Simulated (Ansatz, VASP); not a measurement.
**BP: VASP beside Ansatz**

File INCAR:

```
SYSTEM = BP
PREC     = Accurate       ! precision mode
ENCUT    = 600            ! plane-wave cutoff, eV
EDIFF    = 1E-6           ! SCF threshold, eV
ISMEAR   = 0              ! smearing method
SIGMA    = 0.1            ! smearing width, eV
LREAL    = .FALSE.        ! projectors in reciprocal space
LASPH    = .TRUE.         ! aspherical terms in the spheres
NELM     = 80             ! most SCF steps
ALGO     = Normal         ! electronic algorithm
ISIF     = 3              ! what is computed and relaxed
LWAVE    = .FALSE.        ! write WAVECAR
LCHARG   = .FALSE.        ! write CHGCAR
GGA      = PE             ! functional
IBRION   = 2              ! ionic algorithm
NSW      = 100            ! ionic steps
EDIFFG   = -0.01          ! ionic threshold
```

KPOINTS

```
Automatic mesh
0
G
  8 8 8
  0 0 0
```

Contents of POSCAR:

```
BP
1.0
    3.2047523490     -3.3108178722      0.0000000000
    3.2047523490      3.3108178722      0.0000000000
    0.0000000000      0.0000000000      5.5439585015
B P
4 4
Direct
    0.2500000000      0.2500000000      0.8530670452
    0.2500000000      0.2500000000      0.1469329548
    0.7500000000      0.7500000000      0.8530670452
    0.7500000000      0.7500000000      0.1469329548
    0.5507489571      0.4492510429      0.3154441337
    0.4492510429      0.5507489571      0.6845558663
    0.9492510429      0.0507489571      0.3154441337
    0.0507489571      0.9492510429      0.6845558663
```

Input for Ansatz:

```yaml
crystal:
  lattice:
    - [3.204752349, -3.3108178722, 0.0]
    - [3.204752349, 3.3108178722, 0.0]
    - [0.0, 0.0, 5.5439585015]
  atoms:
    - { symbol: B, position: [0.25, 0.25, 0.8530670452] }
    - { symbol: B, position: [0.25, 0.25, 0.1469329548] }
    - { symbol: B, position: [0.75, 0.75, 0.8530670452] }
    - { symbol: B, position: [0.75, 0.75, 0.1469329548] }
    - { symbol: P, position: [0.5507489571, 0.4492510429, 0.3154441337] }
    - { symbol: P, position: [0.4492510429, 0.5507489571, 0.6845558663] }
    - { symbol: P, position: [0.9492510429, 0.0507489571, 0.3154441337] }
    - { symbol: P, position: [0.0507489571, 0.9492510429, 0.6845558663] }
basis:
  ecutwfc: 420
kpoints:
  mp_grid: { grid: [8, 8, 8] }
hamiltonian:
  xc: pbe
scf:
  occupations: { method: gaussian, width: 0.1 }
output:
  forces: true
  stress: true
  eigenvalues: true
  write_density: true
  write_potential: true
  elf: true
  volumetric_format: npy
relax:
  adjacent_minimum: "off"
  f_tol: 0.01
  max_steps: 80
  cell: { stress_tol: 0.05 }
```

Alike in both runs: task relaxation of cell and atoms; functional PBE; k mesh 8 × 8 × 8; occupations gaussian, width 0.1 eV; no spin polarisation.

|  | VASP | Ansatz |
| --- | --- | --- |
| version | VASP 6.6.1 | Ansatz 0.2.0 |
| potentials or method | VASP PAW PBE potentials, release 64 (B, P), cutoff 600 eV | scalar-relativistic, plane waves, PAW |
| valence electrons in the cell | 32 | 32 |

```csv
,VASP,Ansatz,Ansatz less VASP
"gap on the k mesh at the Fermi level, each at its own relaxed structure (eV)",none,none,-
relaxed volume (Å³/atom),20.78,22.21,+1.438
relaxed cell length with the largest relative difference (Å),5.646,5.908,+0.2621
```

A gap of «none» marks a metal or a gap that the smearing closes. One of these differences is far larger than is usual between the two programs; its cause wasn't traced.

Noted on VASP's run: the volume moved by over 15 % at a fixed basis, so the end points are rough.
